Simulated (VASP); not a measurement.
The system is Sb.

```xyz
1
Lattice="-1.5765 1.5765 2.7119 1.5765 -1.5765 2.7119 1.5765 1.5765 -2.7119" Properties=species:S:1:pos:R:3 pbc="T T T"
Sb    0.0000    0.0000    0.0000
```

```yaml
Program: VASP 6.6.1
Task: relaxation of cell and atoms
Functional: PBE0
Potentials_or_basis: VASP PAW PBE potentials, release 64 (Sb)
Cutoff: 600 eV
k_mesh: 6 × 6 × 6
Occupations: fermi-dirac, width 0.05 eV
Spin: no spin polarisation
```

At the start: pressure -1.9 GPa; volume 26.96 Å³/atom.

Task: Where does the relaxation end?

Result: Over 5 steps the energy falls by 8.8 meV/atom and the volume is 26.11 Å³/atom (-3.2 %); space group I4/mmm (No. 139, to 0.1 Å) before and after.

The path:
```tsv
step	energy change (eV)	largest force (eV/Å)	pressure (GPa)	volume (Å³)
1	0.0000	0.0000	-1.93	26.96
2	-0.0070	0.0000	1.27	25.71
3	-0.0081	0.0000	0.38	26.03
4	-0.0087	0.0000	-0.07	26.14
5	-0.0088	0.0000	0.02	26.11
```

Final structure:
```
Sb
1.0
    -1.57239    1.57239    2.64025
     1.57239   -1.57239    2.64025
     1.57239    1.57239   -2.64025
Sb
1
Direct
  0.00000 0.00000 0.00000
```

Caveat: the k points lie up to 0.39 Å⁻¹ apart in the final cell, too coarse for converged energies and pressures of a metal; the PAW data sets were made with another functional, which shifts forces and pressure a little; an odd number of electrons without spin polarisation forces a metal; a magnetic or distorted state may lie lower.
